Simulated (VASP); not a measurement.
# Nd4O (Cmmm) in VASP: relaxation of cell and atoms with PBE

Aim: the relaxation of cell and atoms of Nd4O with PBE.

Everything below comes from runs of VASP 6.6.1. Logs are shortened: lines on timing, memory, paths and dates and some standing lists are left out, and cuts for length are marked.

## (1) The cell of the first run

The structure is orthorhombic, space group Cmmm (No. 65). The conventional cell has a = 7.362 Å, b = 10.571 Å, c = 3.690 Å, α = 90.00°, β = 90.00°, γ = 90.00°. Nd (site symmetry 2mm) has 2 O at 2.52 Å and 7 Nd at 3.42 to 3.69 Å within 3.7 Å. Within 3.3 Å of Nd (site symmetry m2m) lie 1 O at 2.51 Å. O (site symmetry mmm) has 6 Nd at 2.51 to 2.52 Å within 3.3 Å.

The cell was generated, and may not be a known phase.

## (2) Relaxation of cell and atoms, PBE

File INCAR:

```
  PREC = Accurate
  ENCUT = 600
  EDIFF = 1E-7
  ISMEAR = 0
  SIGMA = 0.1
  LREAL = F
  LASPH = T
  NELM = 200
  ALGO = Normal
  ISIF = 3
  LWAVE = F
  LCHARG = F
  GGA = PE
  IBRION = 2
  NSW = 100
  EDIFFG = -0.01
  GGA_COMPAT = F
  NELMIN = 4
  LMAXMIX = 6
```

File KPOINTS:

```
regular mesh
0
Gamma
  6 6 10
```

File POSCAR:

```
Nd4O
1.0
    3.6810482261     -5.2854170480      0.0000000000
    3.6810482261      5.2854170480      0.0000000000
    0.0000000000      0.0000000000      3.6900409046
Nd O
4 1
Direct
    0.7677024570      0.7677024570      0.5000000000
    0.2322975430      0.2322975430      0.5000000000
    0.7630093981      0.2369906019      0.0000000000
    0.2369906019      0.7630093981      0.0000000000
    0.0000000000      0.0000000000      0.0000000000
```

Potentials or basis: VASP PAW PBE potentials, release 64 (Nd_3, O), 4f in core.

The run is started by

```sh
$ cat potpaw_PBE.64/Nd_3/POTCAR potpaw_PBE.64/O/POTCAR > POTCAR
$ mpirun -np 1 vasp_std > vasp.out
```

OUTCAR:

```text
PREC = Accurate
   ENCUT = 600
   EDIFF = 1E-7
   ISMEAR = 0
   LREAL = F
   LASPH = T
   NELM = 200
   ISIF = 3
   GGA = PE
   IBRION = 2
   NSW = 100
   EDIFFG = -0.01
   NELMIN = 4

 ion  position               nearest neighbor table
   1  0.768  0.768  0.500-   5 2.52   5 2.52   2 3.42   3 3.55   3 3.55   4 3.55   4 3.55
   2  0.232  0.232  0.500-   5 2.52   5 2.52   1 3.42   3 3.55   3 3.55   4 3.55   4 3.55
   3  0.763  0.237  0.000-   5 2.51   2 3.55   1 3.55   1 3.55   2 3.55   4 3.69   4 3.69
   4  0.237  0.763  0.000-   5 2.51   2 3.55   1 3.55   1 3.55   2 3.55   3 3.69   3 3.69
   5  0.000  0.000  0.000-   3 2.51   4 2.51   1 2.52   2 2.52   1 2.52   2 2.52

  LATTYP: Found a base centered orthorhombic cell.
 ALAT       =     7.3620964522
 B/A-ratio  =     1.4358456405
 C/A-ratio  =     0.5012214834

  Lattice vectors:

 A1 = (   3.6810482261,  -5.2854170480,   0.0000000000)
 A2 = (   3.6810482261,   5.2854170480,   0.0000000000)
 A3 = (   0.0000000000,   0.0000000000,   3.6900409046)

Analysis of symmetry for initial positions (statically):
=====================================================================
 Subroutine PRICEL returns:
 Original cell was already a primitive cell.

 Routine SETGRP: Setting up the symmetry group for a
 base centered orthorhombic supercell.

 Subroutine GETGRP returns: Found  8 space group operations
 (whereof  8 operations were pure point group operations)
 out of a pool of  8 trial point group operations.

The static configuration has the point symmetry D_2h.

Analysis of symmetry for dynamics (positions and initial velocities):
=====================================================================
 Subroutine PRICEL returns:
 Original cell was already a primitive cell.

 Routine SETGRP: Setting up the symmetry group for a
 base centered orthorhombic supercell.

 Subroutine GETGRP returns: Found  8 space group operations
 (whereof  8 operations were pure point group operations)
 out of a pool of  8 trial point group operations.

The dynamic configuration has the point symmetry D_2h.

 Subroutine INISYM returns: Found  8 space group operations
 (whereof  8 operations are pure point group operations),
 and found     1 'primitive' translations

----------------------------------------------------------------------------------------

                                     Primitive cell

  volume of cell :     143.5859

  direct lattice vectors                    reciprocal lattice vectors
     3.681048226 -5.285417048  0.000000000     0.135830875 -0.094599914  0.000000000
     3.681048226  5.285417048  0.000000000     0.135830875  0.094599914  0.000000000
     0.000000000  0.000000000  3.690040905     0.000000000  0.000000000  0.270999706

  length of vectors
     6.440943208  6.440943208  3.690040905     0.165526947  0.165526947  0.270999706

  position of ions in fractional coordinates (direct lattice)
     0.767702457  0.767702457  0.500000000
     0.232297543  0.232297543  0.500000000
     0.763009398  0.236990602  0.000000000
     0.236990602  0.763009398  0.000000000
     0.000000000  0.000000000  0.000000000

  ion indices of the primitive-cell ions
   primitive index   ion index
                 1           1
                 2           2
                 3           3
                 4           4
                 5           5

----------------------------------------------------------------------------------------

 KPOINTS: regular mesh

Automatic generation of k-mesh.
 Grid dimensions read from file:
 generate k-points for:    6    6   10

 Generating k-lattice:

  Cartesian coordinates                     Fractional coordinates (reciprocal lattice)
     0.022638479 -0.015766652  0.000000000     0.166666667  0.000000000  0.000000000
     0.022638479  0.015766652  0.000000000     0.000000000  0.166666667  0.000000000
     0.000000000  0.000000000  0.027099971     0.000000000  0.000000000  0.100000000

  Length of vectors
     0.027587825  0.027587825  0.027099971

  Shift w.r.t. Gamma in fractional coordinates (k-lattice)
     0.000000000  0.000000000  0.000000000

 Subroutine IBZKPT returns following result:
 ===========================================

 Found     78 irreducible k-points:

 Following reciprocal coordinates:
            Coordinates               Weight
  0.000000  0.000000  0.000000      1.000000
  0.166667 -0.000000  0.000000      4.000000
  0.333333 -0.000000  0.000000      4.000000
  0.500000 -0.000000  0.000000      2.000000
  0.166667  0.166667  0.000000      2.000000
  0.333333  0.166667  0.000000      4.000000
[... 16 lines left out ...]
  0.333333  0.333333  0.100000      4.000000
  0.500000  0.333333  0.100000      8.000000
 [... further k-points ...]
   k-points           NKPTS =     78   k-points in BZ     NKDIM =     78   number of bands    NBANDS=     30
   number of dos      NEDOS =    301   number of ions     NIONS =      5
   total plane-waves  NPLWV =  87480
   dimension x,y,z NGX =    54 NGY =   54 NGZ =   30
   dimension x,y,z NGXF=   108 NGYF=  108 NGZF=   60
   ions per type =               4   1
   NGX,Y,Z   is equivalent  to a cutoff of  13.94, 13.94, 13.52 a.u.
   NGXF,Y,Z  is equivalent  to a cutoff of  27.88, 27.88, 27.03 a.u.
 SYSTEM =  unknown system
   PREC   = accura    normal or accurate (medium, high low for compatibility)
   ISTART =      0    job   : 0-new  1-cont  2-samecut
   ICHARG =      2    charge: 1-file 2-atom 10-const
   ISPIN  =      1    spin polarized calculation?
   LNONCOLLINEAR =      F non collinear calculations
   LSORBIT =      F    spin-orbit coupling
   LASPH  =      T    aspherical Exc in radial PAW
   ENCUT  =  600.0 eV  44.10 Ry    6.64 a.u.  12.86 12.86  7.37*2*pi/ulx,y,z
   NELM   =    200;   NELMIN=  4; NELMDL= -5     # of ELM steps
   EDIFF  = 0.1E-06   stopping-criterion for ELM
   LREAL  =      F    real-space projection
   EDIFFG = -.1E-01   stopping-criterion for IOM
   NSW    =    100    number of steps for IOM
   IBRION =      2    ionic relax: 0-MD 1-quasi-New 2-CG
   NFREE  =      1    steps in history (QN), initial steepest desc. (CG)
   ISIF   =      3    stress and relaxation
   ISYM   =      2    0-nonsym 1-usesym 2-fastsym
   POTIM  = 0.5000    time-step for ionic-motion
   TEBEG  =    0.0;   TEEND  =   0.0 temperature during run
   PSTRESS=    0.0 pullay stress
   NELECT =      50.0000    total number of electrons
   NUPDOWN=      -1.0000    fix difference up-down
   EMIN   =  10.00;   EMAX   =-10.00  energy-range for DOS
   EFERMI =   0.00;   METHOD = LEGACY
   ISMEAR =     0;   SIGMA  =   0.10  broadening in eV -4-tet -1-fermi 0-gaus
   EFERMI_NEDOS =   21; number of points for ismear=-14 and -15
   IALGO  =     38    algorithm
   IMIX   =      4    mixing-type and parameters
     AMIX     =   0.40;   BMIX     =  1.00
     AMIX_MAG =   1.60;   BMIX_MAG =  1.00
  volume/ion in A,a.u.               =      28.72       193.79
  Fermi-wavevector in a.u.,A,eV,Ry     =   1.151757  2.176505 18.048729  1.326544
  Thomas-Fermi vector in A             =   2.288413
   LORBIT       =      0    0 simple, 1 ext, 2 COOP (PROOUT), +10 PAW based schemes
   GGA     = PE    functional components
   LHFCALC =     F    Hartree Fock is set to
   AEXX    =    0.0000 exact exchange contribution
   IVDW    =     0    specifies the selected vdW correction
   LEPSILON=     F    determine dielectric tensor
   LRPA    =     F    only Hartree local field effects (RPA)
 conjugate gradient relaxation of ions
 non-spin polarized calculation
 Gauss-broadening in eV      SIGMA  =   0.10
  energy-cutoff  :      600.00
  volume of cell :      143.59
 maximum number of plane-waves:      4821
 NGX is ok and might be reduce to    54
   NGX = 25   NGY = 25   NGZ = 15

--------------------------------------- Ionic step        1  -------------------------------------------

 number of electron      49.9999996 magnetization

 Free energy of the ion-electron system (eV)
  ---------------------------------------------------
  ext. energy  EPLUGINS =         0.00000000
  ---------------------------------------------------
  free energy    TOTEN  =       -28.92858773 eV

  energy without entropy =      -28.89302321  energy(sigma->0) =      -28.91080547

------------------------ aborting loop because EDIFF is reached ----------------------------------------

  FORCE on cell =-STRESS in cart. coord.  units (eV):
  Direction    XX          YY          ZZ          XY          YZ          ZX
  --------------------------------------------------------------------------------------
  -------------------------------------------------------------------------------------
  Total        0.1885559      0.4375379      0.1436442     -0.0000000      0.0000000      0.0000000
  in kB        2.1039658      4.8821856      1.6028270     -0.0000000      0.0000000      0.0000000
  external PRESSURE =       2.8629928 kB  Pullay stress =       0.0000000 kB
[... 98 lines left out ...]
  FREE ENERGIE OF THE ION-ELECTRON SYSTEM (eV)
  ---------------------------------------------------
  free  energy   TOTEN  =       -28.9298599625 eV

  energy  without entropy=      -28.8943146941  energy(sigma->0) =      -28.91208733

[... ionic steps 4 to 7 ...]

--------------------------------------- Ionic step        8  -------------------------------------------

 number of electron      49.9999996 magnetization

------------------------ aborting loop because EDIFF is reached ----------------------------------------

  FORCE on cell =-STRESS in cart. coord.  units (eV):
  Direction    XX          YY          ZZ          XY          YZ          ZX
  --------------------------------------------------------------------------------------
  -------------------------------------------------------------------------------------
  Total        0.0406977     -0.0099046     -0.0339804      0.0000000      0.0000000      0.0000000
  in kB        0.4528079     -0.1101998     -0.3780705      0.0000000      0.0000000      0.0000000
  external PRESSURE =      -0.0118208 kB  Pullay stress =       0.0000000 kB
[... 63 lines left out ...]
  energy  without entropy=      -28.8955068663  energy(sigma->0) =      -28.91326692

--------------------------------------- Ionic step       10  -------------------------------------------

 number of electron      49.9999996 magnetization

 Free energy of the ion-electron system (eV)
  ---------------------------------------------------
  ext. energy  EPLUGINS =         0.00000000
  ---------------------------------------------------
  free energy    TOTEN  =       -28.93107050 eV

  energy without entropy =      -28.89557286  energy(sigma->0) =      -28.91332168

 E-fermi :   3.5632     XC(G=0):  -9.8372

 val. band max:        3.5601216558   @ k =  -0.3333   0.1667   0.4000
 cond. band min:       3.5640772433   @ k =  -0.1667   0.1667   0.3000
 fundamental gap:      0.0039555875
 Fermi energy:         3.5631517654

 k-point     1 :       0.0000    0.0000    0.0000
  band No.  band energies     occupation
      1     -34.3548      2.00000
      2     -34.2402      2.00000
      3     -34.1830      2.00000
      4     -34.1722      2.00000
      5     -17.1831      2.00000
      6     -15.9467      2.00000
[... 781 lines left out ...]
     29       4.9116      0.00000
     30       5.4697      0.00000

 [... further k-points ...]

------------------------ aborting loop because EDIFF is reached ----------------------------------------

  FORCE on cell =-STRESS in cart. coord.  units (eV):
  Direction    XX          YY          ZZ          XY          YZ          ZX
  --------------------------------------------------------------------------------------
  -------------------------------------------------------------------------------------
  Total        0.0258803      0.0049649     -0.0034732     -0.0000000      0.0000000      0.0000000
  in kB        0.2879560      0.0552423     -0.0386446     -0.0000000      0.0000000      0.0000000
  external PRESSURE =       0.1015179 kB  Pullay stress =       0.0000000 kB
[... 20 lines left out ...]
  FREE ENERGIE OF THE ION-ELECTRON SYSTEM (eV)
  ---------------------------------------------------
  free  energy   TOTEN  =       -28.9310705040 eV

  energy  without entropy=      -28.8955728561  energy(sigma->0) =      -28.91332168

 reached required accuracy - stopping structural energy minimisation
```

Wall time 28 min (1 thread of Intel Xeon 6975P-C (Granite Rapids), shared host); peak memory 0.5 GiB.

Results:

- Free energy: -28.9311 eV
- Relaxed volume: 28.80 Å³/atom
- Relaxed cell: a = 6.474 Å, b = 6.474 Å, c = 3.683 Å, α = 90.00°, β = 90.00°, γ = 111.12°
- Space group after relaxing (to 0.1 Å): Cmmm (No. 65)
- Energy gained by relaxing: 0.5 meV/atom
- Ionic steps: 10
- Pressure after relaxing: 0.0 GPa
- Largest force after relaxing: 0.005 eV/Å
- Band gap on the k mesh: zero (bands 25 and 26 overlap by 0.69 eV)

Forces on the atoms (eV/Å):
```
Nd  -0.001  0.000  0.000
Nd   0.001  0.000  0.000
Nd   0.000 -0.005  0.000
Nd   0.000  0.005  0.000
O    0.000  0.000  0.000
```

Step by step:
```csv
step,energy change (eV),largest force (eV/Å),pressure (GPa),volume (Å³)
1,0.0000,0.0806,0.29,143.59
2,-0.0012,0.0121,-0.18,144.65
3,-0.0013,0.0258,-0.09,144.44
4,-0.0017,0.0204,-0.06,144.29
5,-0.0021,0.0218,0.02,143.94
6,-0.0022,0.0221,0.00,143.98
7,-0.0023,0.0226,-0.04,144.09
8,-0.0024,0.0149,0.00,144.00
9,-0.0024,0.0079,0.04,143.92
10,-0.0025,0.0049,0.01,144.00
```

Final structure:
```
Nd O
1.0
     3.66146   -5.33936    0.00000
     3.66146    5.33936    0.00000
     0.00000    0.00000    3.68281
Nd O
4 1
Direct
  0.76569 0.76569 0.50000
  0.23431 0.23431 0.50000
  0.76360 0.23640 0.00000
  0.23640 0.76360 0.00000
  0.00000 0.00000 0.00000
```

Caveat: spin-orbit coupling is left out, which moves the levels of the heavy elements; the 4f electrons are frozen in the core, so they carry no moment and show no levels; the run has no spin polarisation, though such a crystal can be magnetic. With open d or f shells a metallic result of PBE can be an artefact of self-interaction; +U or a hybrid may open a gap.
